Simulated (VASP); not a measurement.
# W in VASP: a series of runs

W is run at these levels: PBEsol; tasks: single point, relaxation of cell and atoms.

Everything below comes from runs of VASP 6.6.1. Logs are shortened: lines on timing, memory, paths and dates and some standing lists are left out, and cuts for length are marked.

### 1 The cell of the first run

It takes space group Fmmm (No. 69, orthorhombic). The conventional cell has a = 3.140 Å, b = 4.429 Å, c = 4.495 Å, α = 90.00°, β = 90.00°, γ = 90.00°. Within 3.6 Å of W (site symmetry mmm) lie 14 W at 2.71 to 3.16 Å.

### 2 Single point, PBEsol

INCAR

```
ALGO = Normal
EDIFF = 1E-6
ENCUT = 520
GGA = PS
ISIF = 2
ISMEAR = 0
LASPH = T
LCHARG = T
LELF = T
LREAL = F
LVHAR = T
LWAVE = F
NBANDS = 36
NELM = 60
PREC = Accurate
SIGMA = 0.1
```

KPOINTS

```
k-points
0
Gamma
  6 6 4
```

POSCAR

```
W
1.0
    2.2146391241     -1.5697635048      0.0000000000
    2.2146391241      1.5697635048      0.0000000000
    0.0000000000      0.0000000000      8.9896273348
W
4
Direct
    0.7499807277      0.2500192723      0.1250007235
    0.7500192723      0.2499807277      0.6250007235
    0.2500192723      0.7499807277      0.8749992765
    0.2499807277      0.7500192723      0.3749992765
```

Potentials or basis: VASP PAW PBE potentials, release 64 (W_sv).

Started as:

```console
> cat potpaw_PBE.64/W_sv/POTCAR > POTCAR
> mpirun -np 1 vasp_std > vasp.out
```

OUTCAR:

```text
EDIFF = 1E-6
   ENCUT = 520
   GGA = PS
   ISIF = 2
   ISMEAR = 0
   LASPH = T
   LREAL = F
   NELM = 60
   PREC = Accurate

 ion  position               nearest neighbor table
   1  0.750  0.250  0.125-   3 2.74   4 2.74   4 2.74   3 2.74   4 3.16   4 3.16   3 3.16   3 3.16

   2  0.750  0.250  0.625-   4 2.74   3 2.74   3 2.74   4 2.74   3 3.16   3 3.16   4 3.16   4 3.16

   3  0.250  0.750  0.875-   1 2.74   2 2.74   2 2.74   1 2.74   2 3.16   2 3.16   1 3.16   1 3.16

   4  0.250  0.750  0.375-   2 2.74   1 2.74   1 2.74   2 2.74   1 3.16   1 3.16   2 3.16   2 3.16

  LATTYP: Found a base centered orthorhombic cell.
 ALAT       =     3.1395270096
 B/A-ratio  =     1.4108106841
 C/A-ratio  =     2.8633699622

  Lattice vectors:

 A1 = (  -2.2146391241,  -1.5697635048,   0.0000000000)
 A2 = (   2.2146391241,  -1.5697635048,   0.0000000000)
 A3 = (   0.0000000000,   0.0000000000,   8.9896273348)

Analysis of symmetry for initial positions (statically):
=====================================================================
 Subroutine PRICEL returns:
 Original cell was already a primitive cell.

 Routine SETGRP: Setting up the symmetry group for a
 base centered orthorhombic supercell.

 Subroutine GETGRP returns: Found  8 space group operations
 (whereof  4 operations were pure point group operations)
 out of a pool of  8 trial point group operations.

The static configuration has the point symmetry C_2h.
 The point group associated with its full space group is D_2h.

Analysis of symmetry for dynamics (positions and initial velocities):
=====================================================================
 Subroutine PRICEL returns:
 Original cell was already a primitive cell.

 Routine SETGRP: Setting up the symmetry group for a
 base centered orthorhombic supercell.

 Subroutine GETGRP returns: Found  8 space group operations
 (whereof  4 operations were pure point group operations)
 out of a pool of  8 trial point group operations.

The dynamic configuration has the point symmetry C_2h.
 The point group associated with its full space group is D_2h.

 Subroutine INISYM returns: Found  8 space group operations
 (whereof  4 operations are pure point group operations),
 and found     1 'primitive' translations

----------------------------------------------------------------------------------------

                                     Primitive cell

  volume of cell :      62.5042

  direct lattice vectors                    reciprocal lattice vectors
     2.214639124 -1.569763505  0.000000000     0.225770418 -0.318519317  0.000000000
     2.214639124  1.569763505  0.000000000     0.225770418  0.318519317  0.000000000
     0.000000000  0.000000000  8.989627335     0.000000000  0.000000000  0.111239316

  length of vectors
     2.714550407  2.714550407  8.989627335     0.390418797  0.390418797  0.111239316

  position of ions in fractional coordinates (direct lattice)
     0.749980728  0.250019272  0.125000724
     0.750019272  0.249980728  0.625000724
     0.250019272  0.749980728  0.874999276
     0.249980728  0.750019272  0.374999276

  ion indices of the primitive-cell ions
   primitive index   ion index
                 1           1
                 2           2
                 3           3
                 4           4

----------------------------------------------------------------------------------------

 KPOINTS: k-points

Automatic generation of k-mesh.
 Grid dimensions read from file:
 generate k-points for:    6    6    4

 Generating k-lattice:

  Cartesian coordinates                     Fractional coordinates (reciprocal lattice)
     0.037628403 -0.053086553  0.000000000     0.166666667  0.000000000  0.000000000
     0.037628403  0.053086553  0.000000000     0.000000000  0.166666667  0.000000000
     0.000000000  0.000000000  0.027809829     0.000000000  0.000000000  0.250000000

  Length of vectors
     0.065069799  0.065069799  0.027809829

  Shift w.r.t. Gamma in fractional coordinates (k-lattice)
     0.000000000  0.000000000  0.000000000

 Subroutine IBZKPT returns following result:
 ===========================================

 Found     39 irreducible k-points:

 Following reciprocal coordinates:
            Coordinates               Weight
  0.000000  0.000000  0.000000      1.000000
  0.166667  0.000000  0.000000      4.000000
  0.333333  0.000000  0.000000      4.000000
  0.500000  0.000000  0.000000      2.000000
  0.166667  0.166667  0.000000      2.000000
  0.333333  0.166667  0.000000      4.000000
[... 16 lines left out ...]
  0.333333  0.333333  0.250000      4.000000
  0.500000  0.333333  0.250000      8.000000
 [... further k-points ...]
   k-points           NKPTS =     39   k-points in BZ     NKDIM =     39   number of bands    NBANDS=     36
   number of dos      NEDOS =    301   number of ions     NIONS =      4
   total plane-waves  NPLWV =  28000
   dimension x,y,z NGX =    20 NGY =   20 NGZ =   70
   dimension x,y,z NGXF=    40 NGYF=   40 NGZF=  140
   ions per type =               4
   NGX,Y,Z   is equivalent  to a cutoff of  12.25, 12.25, 12.95 a.u.
   NGXF,Y,Z  is equivalent  to a cutoff of  24.50, 24.50, 25.89 a.u.
 SYSTEM =  unknown system
   PREC   = accura    normal or accurate (medium, high low for compatibility)
   ISTART =      0    job   : 0-new  1-cont  2-samecut
   ICHARG =      2    charge: 1-file 2-atom 10-const
   ISPIN  =      1    spin polarized calculation?
   LNONCOLLINEAR =      F non collinear calculations
   LSORBIT =      F    spin-orbit coupling
   LASPH  =      T    aspherical Exc in radial PAW
   ENCUT  =  520.0 eV  38.22 Ry    6.18 a.u.   5.05  5.05 16.71*2*pi/ulx,y,z
   NELM   =     60;   NELMIN=  2; NELMDL= -5     # of ELM steps
   EDIFF  = 0.1E-05   stopping-criterion for ELM
   LREAL  =      F    real-space projection
   EDIFFG = 0.1E-04   stopping-criterion for IOM
   NSW    =      0    number of steps for IOM
   IBRION =     -1    ionic relax: 0-MD 1-quasi-New 2-CG
   NFREE  =      0    steps in history (QN), initial steepest desc. (CG)
   ISIF   =      2    stress and relaxation
   ISYM   =      2    0-nonsym 1-usesym 2-fastsym
   POTIM  = 0.5000    time-step for ionic-motion
   TEBEG  =    0.0;   TEEND  =   0.0 temperature during run
   PSTRESS=    0.0 pullay stress
   NELECT =      56.0000    total number of electrons
   NUPDOWN=      -1.0000    fix difference up-down
   EMIN   =  10.00;   EMAX   =-10.00  energy-range for DOS
   EFERMI =   0.00;   METHOD = LEGACY
   ISMEAR =     0;   SIGMA  =   0.10  broadening in eV -4-tet -1-fermi 0-gaus
   EFERMI_NEDOS =   21; number of points for ismear=-14 and -15
   IALGO  =     38    algorithm
   IMIX   =      4    mixing-type and parameters
     AMIX     =   0.40;   BMIX     =  1.00
     AMIX_MAG =   1.60;   BMIX_MAG =  1.00
  volume/ion in A,a.u.               =      15.63       105.45
  Fermi-wavevector in a.u.,A,eV,Ry     =   1.578221  2.982406 33.889150  2.490782
  Thomas-Fermi vector in A             =   2.678785
   LORBIT       =      0    0 simple, 1 ext, 2 COOP (PROOUT), +10 PAW based schemes
   GGA     = PS    functional components
   LHFCALC =     F    Hartree Fock is set to
   AEXX    =    0.0000 exact exchange contribution
   IVDW    =     0    specifies the selected vdW correction
   LEPSILON=     F    determine dielectric tensor
   LRPA    =     F    only Hartree local field effects (RPA)
 non-spin polarized calculation
 Gauss-broadening in eV      SIGMA  =   0.10
  energy-cutoff  :      520.00
  volume of cell :       62.50
 maximum number of plane-waves:      1720
   NGX = 11   NGY = 11   NGZ = 33

 number of electron      55.9999999 magnetization

 Free energy of the ion-electron system (eV)
  ---------------------------------------------------
  ext. energy  EPLUGINS =         0.00000000
  ---------------------------------------------------
  free energy    TOTEN  =       -55.32235825 eV

  energy without entropy =      -55.31319492  energy(sigma->0) =      -55.31777659

 E-fermi :  11.6022     XC(G=0): -13.8391

 val. band max:       11.5938991920   @ k =   0.5000   0.5000   0.0000
 cond. band min:      11.6340600903   @ k =   0.3333   0.3333   0.0000
 fundamental gap:      0.0401608983
 Fermi energy:        11.6022289688

 k-point     1 :       0.0000    0.0000    0.0000
  band No.  band energies     occupation
      1     -62.6220      2.00000
      2     -62.5543      2.00000
      3     -62.5543      2.00000
      4     -62.4860      2.00000
      5     -27.5083      2.00000
      6     -26.8755      2.00000
[... 28 lines left out ...]
     35      13.7257      0.00000
     36      13.8098      0.00000

 k-point     2 :       0.1667    0.0000    0.0000
  band No.  band energies     occupation
      1     -62.5941      2.00000
      2     -62.5352      2.00000
      3     -62.5352      2.00000
      4     -62.4759      2.00000
      5     -27.3950      2.00000
      6     -26.9750      2.00000
[... 28 lines left out ...]
     35      14.2550      0.00000
     36      14.2551      0.00000

 k-point     3 :       0.3333    0.0000    0.0000
  band No.  band energies     occupation
      1     -62.5311      2.00000
      2     -62.4969      2.00000
      3     -62.4969      2.00000
      4     -62.4626      2.00000
      5     -27.3114      2.00000
      6     -27.3114      2.00000
[... 28 lines left out ...]
     35      14.4289      0.00000
     36      14.5597      0.00000

 k-point     4 :       0.5000    0.0000    0.0000
  band No.  band energies     occupation
      1     -62.4778      2.00000
      2     -62.4778      2.00000
      3     -62.4777      2.00000
      4     -62.4777      2.00000
      5     -27.5181      2.00000
      6     -27.5181      2.00000
[... 28 lines left out ...]
     35      14.7058      0.00000
     36      14.7058      0.00000

 k-point     5 :       0.1667    0.1667    0.0000
  band No.  band energies     occupation
      1     -62.5845      2.00000
      2     -62.5212      2.00000
      3     -62.5212      2.00000
      4     -62.4574      2.00000
      5     -27.4061      2.00000
      6     -26.8522      2.00000
[... 655 lines left out ...]
 k-point    22 :      -0.1667    0.1667    0.2500
  band No.  band energies     occupation
      1     -62.5495      2.00000
      2     -62.5284      2.00000
      3     -62.4986      2.00000
      4     -62.4775      2.00000
      5     -27.2089      2.00000
      6     -27.2016      2.00000
[... 28 lines left out ...]
     35      14.5431      0.00000
     36      14.7755      0.00000

 k-point    23 :       0.3333    0.3333    0.2500
  band No.  band energies     occupation
      1     -62.5048      2.00000
      2     -62.4755      2.00000
      3     -62.4338      2.00000
      4     -62.4043      2.00000
      5     -27.1934      2.00000
      6     -27.1670      2.00000
[... 28 lines left out ...]
     35      14.5496      0.00000
     36      14.9226      0.00000

 k-point    24 :       0.5000    0.3333    0.2500
  band No.  band energies     occupation
      1     -62.4750      2.00000
      2     -62.4518      2.00000
      3     -62.4189      2.00000
      4     -62.3955      2.00000
      5     -27.3710      2.00000
      6     -27.3018      2.00000
[... 28 lines left out ...]
     35      15.6893      0.00000
     36      16.8972      0.00000

 [... further k-points ...]

------------------------ aborting loop because EDIFF is reached ----------------------------------------

  FORCE on cell =-STRESS in cart. coord.  units (eV):
  Direction    XX          YY          ZZ          XY          YZ          ZX
  --------------------------------------------------------------------------------------
  -------------------------------------------------------------------------------------
  Total        0.3049419      0.2502001      0.3385235      0.0000000      0.0000000      0.0000000
  in kB        7.8166173      6.4134118      8.6774189      0.0000000      0.0000000      0.0000000
  external PRESSURE =       7.6358160 kB  Pullay stress =       0.0000000 kB

 VOLUME and BASIS-vectors are now :
 -----------------------------------------------------------------------------
  energy-cutoff  :      520.00
  volume of cell :       62.50
      direct lattice vectors                 reciprocal lattice vectors
     2.214639124 -1.569763505  0.000000000     0.225770418 -0.318519317  0.000000000
     2.214639124  1.569763505  0.000000000     0.225770418  0.318519317  0.000000000
     0.000000000  0.000000000  8.989627335     0.000000000  0.000000000  0.111239316

 POSITION                                       TOTAL-FORCE (eV/Angst)
 -----------------------------------------------------------------------------------
      2.21464     -0.78482      1.12371         0.000000     -0.000411     -0.000228
      2.21464     -0.78494      5.61852         0.000000      0.000411     -0.000228
      2.21464      0.78482      7.86592         0.000000      0.000411      0.000228
      2.21464      0.78494      3.37110         0.000000     -0.000411      0.000228
 -----------------------------------------------------------------------------------
    total drift:                                0.000000     -0.000000      0.000000

  FREE ENERGIE OF THE ION-ELECTRON SYSTEM (eV)
  ---------------------------------------------------
  free  energy   TOTEN  =       -55.3223582540 eV

  energy  without entropy=      -55.3131949230  energy(sigma->0) =      -55.31777659
```

It took 35 s on 1 thread of AMD EPYC 9R45 (Zen 5), shared host; peak memory 0.18 GiB.

Results:

```yaml
Free_energy: -55.3224 eV
Pressure: 0.8 GPa
Band_gap_on_the_k_mesh: zero (bands 28 and 29 overlap by 2.30 eV)
```

Levels at points of the mesh, in eV from the Fermi level:
| k point | band 26 | band 27 | band 28 | band 29 | band 30 | band 31 |
| --- | --- | --- | --- | --- | --- | --- |
| (0.00, 0.00, 0.00) | -1.47 | -1.42 | -1.22 | 0.48 | 1.52 | 1.52 |
| (0.50, 0.00, 0.00) | -2.34 | 0.64 | 0.64 | 1.81 | 1.81 | 2.10 |
| (0.50, 0.50, 0.00) | -0.80 | -0.01 | -0.01 | 0.73 | 1.91 | 2.91 |
| (0.00, 0.00, 0.50) | -1.61 | -1.09 | -1.09 | -0.50 | -0.50 | 1.65 |
| (0.50, 0.00, 0.50) | -0.91 | -0.91 | -0.91 | 1.97 | 1.97 | 1.97 |
| (0.50, 0.50, 0.50) | -1.43 | 0.67 | 0.67 | 2.36 | 2.36 | 2.51 |

Caveat: the k points lie up to 0.41 Å⁻¹ apart, too coarse for converged energies and pressures of a metal; the PAW data sets were made with another functional, which shifts forces and pressure a little; spin-orbit coupling is left out, which moves the levels of the heavy elements.

[end of part 1 of 2]
